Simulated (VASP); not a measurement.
# InPd (P4/mmm) in VASP: a series of runs

InPd is run at these levels: LDA; tasks: single point.

Program: VASP 6.6.1. These are calculated values, not measurements. Logs are shortened: lines on timing, memory, paths and dates and some standing lists are left out, and cuts for length are marked.

## Step 1: The cell of the first run

Symmetry: P4/mmm, No. 123, tetragonal system. The conventional cell has a = 2.998 Å, b = 2.998 Å, c = 3.897 Å, α = 90.00°, β = 90.00°, γ = 90.00°. In (site symmetry 4/mmm) has 8 Pd at 2.88 Å and 4 In at 3.00 Å within 3.8 Å. Within 3.8 Å of Pd (site symmetry 4/mmm) lie 8 In at 2.88 Å and 4 Pd at 3.00 Å.

## Step 2: Single point, LDA

File INCAR:

```
SYSTEM = InPd
PREC = Accurate
ENCUT = 520
EDIFF = 1E-7
ISMEAR = 0
SIGMA = 0.15
LREAL = .FALSE.
LASPH = .TRUE.
NELM = 100
ALGO = Fast
ISIF = 2
LWAVE = .FALSE.
LCHARG = .FALSE.
NBANDS = 18
```

File KPOINTS:

```
Automatic mesh
0
G
  16 16 16
  0 0 0
```

File POSCAR:

```
InPd
1.0
    2.9978982187      0.0000000000      0.0000000000
    0.0000000000      2.9978982187      0.0000000000
    0.0000000000      0.0000000000      3.8972676843
In Pd
1 1
Direct
    0.0000000000      0.0000000000      0.0000000000
    0.5000000000      0.5000000000      0.5000000000
```

Potentials or basis: VASP PAW LDA potentials, release 64 (In_d, Pd).

Started as:

```bash
$ cat potpaw_LDA.64/In_d/POTCAR potpaw_LDA.64/Pd/POTCAR > POTCAR
$ mpirun -np 1 vasp_std > vasp.out
```

OUTCAR:

```text
SYSTEM = InPd
   PREC = Accurate
   ENCUT = 520
   EDIFF = 1E-7
   ISMEAR = 0
   LREAL = .FALSE.
   LASPH = .TRUE.
   NELM = 100
   ISIF = 2

 ion  position               nearest neighbor table
   1  0.000  0.000  0.000-   2 2.88   2 2.88   2 2.88   2 2.88   2 2.88   2 2.88   2 2.88   2 2.88

   2  0.500  0.500  0.500-   1 2.88   1 2.88   1 2.88   1 2.88   1 2.88   1 2.88   1 2.88   1 2.88

  LATTYP: Found a simple tetragonal cell.
 ALAT       =     2.9978982187
 C/A-ratio  =     1.3000000000

  Lattice vectors:

 A1 = (   2.9978982187,   0.0000000000,   0.0000000000)
 A2 = (   0.0000000000,   2.9978982187,   0.0000000000)
 A3 = (   0.0000000000,   0.0000000000,   3.8972676843)

Analysis of symmetry for initial positions (statically):
=====================================================================
 Subroutine PRICEL returns:
 Original cell was already a primitive cell.

 Routine SETGRP: Setting up the symmetry group for a
 simple tetragonal supercell.

 Subroutine GETGRP returns: Found 16 space group operations
 (whereof 16 operations were pure point group operations)
 out of a pool of 16 trial point group operations.

The static configuration has the point symmetry D_4h.

Analysis of symmetry for dynamics (positions and initial velocities):
=====================================================================
 Subroutine PRICEL returns:
 Original cell was already a primitive cell.

 Routine SETGRP: Setting up the symmetry group for a
 simple tetragonal supercell.

 Subroutine GETGRP returns: Found 16 space group operations
 (whereof 16 operations were pure point group operations)
 out of a pool of 16 trial point group operations.

The dynamic configuration has the point symmetry D_4h.

 Subroutine INISYM returns: Found 16 space group operations
 (whereof 16 operations are pure point group operations),
 and found     1 'primitive' translations

----------------------------------------------------------------------------------------

                                     Primitive cell

  volume of cell :      35.0263

  direct lattice vectors                    reciprocal lattice vectors
     2.997898219  0.000000000  0.000000000     0.333567028  0.000000000  0.000000000
     0.000000000  2.997898219  0.000000000     0.000000000  0.333567028  0.000000000
     0.000000000  0.000000000  3.897267684     0.000000000  0.000000000  0.256590022

  length of vectors
[... 76 lines left out ...]
   ISPIN  =      1    spin polarized calculation?
   LNONCOLLINEAR =      F non collinear calculations
   LSORBIT =      F    spin-orbit coupling
   LASPH  =      T    aspherical Exc in radial PAW
   ENCUT  =  520.0 eV  38.22 Ry    6.18 a.u.   5.57  5.57  7.25*2*pi/ulx,y,z
   NELM   =    100;   NELMIN=  2; NELMDL= -5     # of ELM steps
   EDIFF  = 0.1E-06   stopping-criterion for ELM
   LREAL  =      F    real-space projection
   EDIFFG = 0.1E-05   stopping-criterion for IOM
   NSW    =      0    number of steps for IOM
   IBRION =     -1    ionic relax: 0-MD 1-quasi-New 2-CG
   NFREE  =      0    steps in history (QN), initial steepest desc. (CG)
   ISIF   =      2    stress and relaxation
   ISYM   =      2    0-nonsym 1-usesym 2-fastsym
   POTIM  = 0.5000    time-step for ionic-motion
   TEBEG  =    0.0;   TEEND  =   0.0 temperature during run
   PSTRESS=    0.0 pullay stress
   NELECT =      23.0000    total number of electrons
   NUPDOWN=      -1.0000    fix difference up-down
   EMIN   =  10.00;   EMAX   =-10.00  energy-range for DOS
   EFERMI =   0.00;   METHOD = LEGACY
   ISMEAR =     0;   SIGMA  =   0.15  broadening in eV -4-tet -1-fermi 0-gaus
   EFERMI_NEDOS =   21; number of points for ismear=-14 and -15
   IALGO  =     68    algorithm
   IMIX   =      4    mixing-type and parameters
     AMIX     =   0.40;   BMIX     =  1.00
     AMIX_MAG =   1.60;   BMIX_MAG =  1.00
  volume/ion in A,a.u.               =      17.51       118.18
  Fermi-wavevector in a.u.,A,eV,Ry     =   1.422938  2.688964 27.548447  2.024754
  Thomas-Fermi vector in A             =   2.543589
   LORBIT       =      0    0 simple, 1 ext, 2 COOP (PROOUT), +10 PAW based schemes
   GGA     = CA    functional components
   LHFCALC =     F    Hartree Fock is set to
   AEXX    =    0.0000 exact exchange contribution
   IVDW    =     0    specifies the selected vdW correction
   LEPSILON=     F    determine dielectric tensor
   LRPA    =     F    only Hartree local field effects (RPA)
 non-spin polarized calculation
 RMM-DIIS sequential band-by-band and
 Gauss-broadening in eV      SIGMA  =   0.15
  energy-cutoff  :      520.00
  volume of cell :       35.03
 maximum number of plane-waves:       959
 NGX is ok and might be reduce to    24

 number of electron      23.0000005 magnetization

 Free energy of the ion-electron system (eV)
  ---------------------------------------------------
  ext. energy  EPLUGINS =         0.00000000
  ---------------------------------------------------
  free energy    TOTEN  =       -10.64877441 eV

  energy without entropy =      -10.63911206  energy(sigma->0) =      -10.64394324

 E-fermi :  10.2556     XC(G=0): -12.5382

 val. band max:       10.2382321750   @ k =   0.4375   0.4375   0.3125
 cond. band min:      10.2565279953   @ k =   0.5000   0.3750   0.3125
 fundamental gap:      0.0182958202
 Fermi energy:        10.2556254898

 k-point     1 :       0.0000    0.0000    0.0000
  band No.  band energies     occupation
      1      -5.0081      2.00000
      2      -4.6886      2.00000
      3      -4.2817      2.00000
      4      -4.2817      2.00000
      5      -4.1777      2.00000
      6       0.0180      2.00000
[... 481 lines left out ...]
      5      -4.1885      2.00000
      6       4.5677      2.00000
[... 10 lines left out ...]
     17      19.5525      0.00000
     18      21.2849      0.00000

 [... further k-points ...]
[... 5 lines left out ...]
  --------------------------------------------------------------------------------------
  -------------------------------------------------------------------------------------
  Total       -0.8789922     -0.8789922     -2.3536612      0.0000000      0.0000000      0.0000000
  in kB      -40.2069939    -40.2069939   -107.6615260      0.0000000      0.0000000      0.0000000
  external PRESSURE =     -62.6918379 kB  Pullay stress =       0.0000000 kB

 VOLUME and BASIS-vectors are now :
 -----------------------------------------------------------------------------
  energy-cutoff  :      520.00
  volume of cell :       35.03
      direct lattice vectors                 reciprocal lattice vectors
     2.997898219  0.000000000  0.000000000     0.333567028  0.000000000  0.000000000
     0.000000000  2.997898219  0.000000000     0.000000000  0.333567028  0.000000000
     0.000000000  0.000000000  3.897267684     0.000000000  0.000000000  0.256590022

 POSITION                                       TOTAL-FORCE (eV/Angst)
 -----------------------------------------------------------------------------------
      0.00000      0.00000      0.00000         0.000000      0.000000      0.000000
      1.49895      1.49895      1.94863         0.000000      0.000000      0.000000
 -----------------------------------------------------------------------------------
    total drift:                                0.000000      0.000000     -0.000000

  FREE ENERGIE OF THE ION-ELECTRON SYSTEM (eV)
  ---------------------------------------------------
  free  energy   TOTEN  =       -10.6487744136 eV

  energy  without entropy=      -10.6391120591  energy(sigma->0) =      -10.64394324
```

OSZICAR:

```text
N       E                     dE             d eps       ncg     rms          rms(c)
DAV:   1     0.166902879893E+03    0.16690E+03   -0.11186E+04 14952   0.167E+03
DAV:   2    -0.136960654337E+01   -0.16827E+03   -0.16128E+03 14788   0.368E+02
DAV:   3    -0.107033498469E+02   -0.93337E+01   -0.92286E+01 16718   0.913E+01
DAV:   4    -0.109125932701E+02   -0.20924E+00   -0.20907E+00 17804   0.122E+01
DAV:   5    -0.109219389092E+02   -0.93456E-02   -0.93451E-02 19956   0.250E+00    0.687E+00
RMM:   6    -0.107041067007E+02    0.21783E+00   -0.38100E-01 16702   0.642E+00    0.339E+00
RMM:   7    -0.106601457740E+02    0.43961E-01   -0.61043E-02 17620   0.242E+00    0.149E+00
RMM:   8    -0.106496884005E+02    0.10457E-01   -0.24185E-02 18314   0.141E+00    0.372E-01
RMM:   9    -0.106487232345E+02    0.96517E-03   -0.37145E-03 21409   0.957E-01    0.147E-01
RMM:  10    -0.106487930489E+02   -0.69814E-04   -0.11593E-03 20058   0.307E-01    0.891E-02
RMM:  11    -0.106487701405E+02    0.22908E-04   -0.28171E-04 22187   0.158E-01    0.501E-02
RMM:  12    -0.106487815414E+02   -0.11401E-04   -0.74599E-05 23183   0.684E-02    0.480E-02
RMM:  13    -0.106487737106E+02    0.78308E-05   -0.35731E-05 18076   0.457E-02    0.256E-02
RMM:  14    -0.106487745669E+02   -0.85621E-06   -0.90189E-06 24993   0.203E-02    0.408E-02
RMM:  15    -0.106487744512E+02    0.11566E-06   -0.10873E-06 17516   0.901E-03    0.260E-02
RMM:  16    -0.106487744136E+02    0.37632E-07   -0.35535E-07 12396   0.489E-03
   1 F= -.10648774E+02 E0= -.10643943E+02  d E =-.966235E-02
```

stdout:

```text
POSCAR found type information on POSCAR InPd
 POSCAR found :  2 types and       2 ions
 scaLAPACK will be used
 LDA part: xc-table for (Slater(with rela. corr.)+CA(PZ))
 , standard interpolation
 POSCAR, INCAR and KPOINTS ok, starting setup
 FFT: planning ... GRIDC
 FFT: planning ... GRID_SOFT
 FFT: planning ... GRID
 WAVECAR not read
 entering main loop
WARNING in EDDRMM: call to ZHEGV failed, returncode =   8  4     17
WARNING in EDDRMM: call to ZHEGV failed, returncode =   8  4     17
WARNING in EDDRMM: call to ZHEGV failed, returncode =   8  4     17
WARNING in EDDRMM: call to ZHEGV failed, returncode =   8  4     18
WARNING in EDDRMM: call to ZHEGV failed, returncode =   8  4     16
WARNING in EDDRMM: call to ZHEGV failed, returncode =   8  4     17
WARNING in EDDRMM: call to ZHEGV failed, returncode =   6  3     16
WARNING in EDDRMM: call to ZHEGV failed, returncode =   6  3     16
WARNING in EDDRMM: call to ZHEGV failed, returncode =   8  4     17
 num prob  num prob  num prob  num prob  num prob  num prob WARNING in EDDRMM: call to ZHEGV failed, returncode =   6  3     17
 num prob  num prob WARNING in EDDRMM: call to ZHEGV failed, returncode =   8  4     17
 num prob  num prob  num prob  num prob  num prob  num prob  num prob  num prob  num prob  num prob  num prob  num prob  num prob  num prob  num prob RMM:  16    -0.106487744136E+02    0.37632E-07   -0.35535E-07 12396   0.489E-03
```

Run time: 90 s. Hardware: 1 thread of Intel Xeon 6975P-C (Granite Rapids), shared host; peak memory 0.35 GiB.

Results:

| Item | Value |
| --- | --- |
| Free energy | -10.6488 eV |
| Pressure | -6.3 GPa |

Caveat: spin-orbit coupling is left out, which moves the levels of the heavy elements.

## Step 3: Single point, LDA

This run uses another cell than the first one, of the same volume but with other edges.

File INCAR:

```
ALGO = Fast
EDIFF = 1E-6
ENCUT = 520
GGA = CA
ISIF = 2
ISMEAR = 0
LASPH = True
LCHARG = False
LREAL = False
LWAVE = False
NBANDS = 18
NELM = 80
PREC = Accurate
SIGMA = 0.15
```

File KPOINTS:

```
k-points
0
Gamma
  16 16 16
```

File POSCAR:

```
InPd
1.0
    3.3640986734      0.0000000000      0.0000000000
    0.0000000000      3.3640986734      0.0000000000
    0.0000000000      0.0000000000      3.0949707795
In Pd
1 1
Direct
    0.0000000000      0.0000000000      0.0000000000
    0.5000000000      0.5000000000      0.5000000000
```

Potentials or basis: VASP PAW LDA potentials, release 64 (In_d, Pd).

Started as:

```bash
$ cat potpaw_LDA.64/In_d/POTCAR potpaw_LDA.64/Pd/POTCAR > POTCAR
$ mpirun -np 1 vasp_std > vasp.out
```

Run time: 91 s. Hardware: 1 thread of Intel Xeon 6975P-C (Granite Rapids), shared host; peak memory 0.35 GiB.

Results (log left out):

```
Free energy : -10.7520 eV
Pressure    : -6.3 GPa
```

Stress tensor (GPa, compression positive):
```
-7.32  0.00  0.00
 0.00 -7.32  0.00
 0.00  0.00 -4.20
```

Levels at points of the mesh, in eV from the Fermi level:
```tsv
k point	band 9	band 10	band 11	band 12	band 13	band 14	band 15	band 16
(0.00, 0.00, 0.00)	-2.43	-2.19	-2.19	3.36	3.36	5.75	8.58	10.15
(0.50, 0.00, 0.00)	-3.47	-2.93	-2.26	-1.41	8.59	9.35	9.74	10.52
(0.50, 0.50, 0.00)	-2.62	-2.50	-2.50	-1.88	1.05	1.85	10.53	12.26
(0.00, 0.00, 0.50)	-3.46	-3.46	-2.51	-0.57	9.32	9.32	9.74	10.29
(0.50, 0.00, 0.50)	-2.73	-2.44	-1.98	-1.63	1.52	2.79	8.79	10.73
(0.50, 0.50, 0.50)	-1.81	-1.52	-0.20	3.70	3.77	3.84	3.84	4.69
```

Caveat: spin-orbit coupling is left out, which moves the levels of the heavy elements.
